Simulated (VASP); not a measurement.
Set up this calculation in VASP 6.6.1, as the native input.

- Task: relaxation of cell and atoms
- Functional: PBE
- Potentials or basis: VASP PAW PBE potentials, release 64 (Be, S)
- Cutoff: 600 eV
- k mesh: 8 × 8 × 8
- Occupations: gaussian, width 0.1 eV
- Spin: no spin polarisation
- Dipole correction: no
- Further INCAR settings: ALGO = Normal; EDIFF = 1e-07; IBRION = 2; EDIFFG = -0.01; NSW = 100; ISIF = 3

The structure of BeS3 lies in POSCAR:

```
BeS3
1.0
    4.8908584056      0.0000000000      0.0000000000
    0.0000000000      4.8908584056      0.0000000000
    0.0000000000      0.0000000000      4.8908584056
Be S
2 6
Direct
    0.0000000000      0.0000000000      0.0000000000
    0.5000000000      0.5000000000      0.5000000000
    0.0000000000      0.5000000000      0.2500000000
    0.0000000000      0.5000000000      0.7500000000
    0.2500000000      0.0000000000      0.5000000000
    0.7500000000      0.0000000000      0.5000000000
    0.5000000000      0.7500000000      0.0000000000
    0.5000000000      0.2500000000      0.0000000000
```

These files were run (other wordings do the same):

INCAR

```
SYSTEM = BeS3
ALGO = Normal
EDIFF = 1E-7
EDIFFG = -0.01
ENCUT = 600
GGA = PE
GGA_COMPAT = .FALSE.
IBRION = 2
ISIF = 3
ISMEAR = 0
LASPH = .TRUE.
LCHARG = .FALSE.
LREAL = .FALSE.
LWAVE = .FALSE.
NELM = 120
NELMIN = 4
NSW = 100
PREC = Accurate
SIGMA = 0.1
```

KPOINTS

```
k-points
0
G
  8 8 8
  0 0 0
```

Potentials or basis: VASP PAW PBE potentials, release 64 (Be, S).

Run with:

```bash
$ cat potpaw_PBE.64/Be/POTCAR potpaw_PBE.64/S/POTCAR > POTCAR
$ mpirun -np 1 vasp_std > vasp.out
```

Results of the run:

* Relaxed volume: 14.70 Å³/atom
* Relaxed cell: a = 4.900 Å, b = 4.900 Å, c = 4.900 Å, α = 90.00°, β = 90.00°, γ = 90.00°
* Space group after relaxing (to 0.1 Å): Pm-3n (No. 223)
* Energy gained by relaxing: 0.1 meV/atom
* Ionic steps: 2
* Pressure after relaxing: 0.0 GPa
* Band gap on the k mesh: zero (bands 20 and 21 overlap by 0.99 eV)

It took 3.1 min on 1 thread of Intel Xeon 8259CL, with other jobs on the host, peak memory 0.3 GiB.
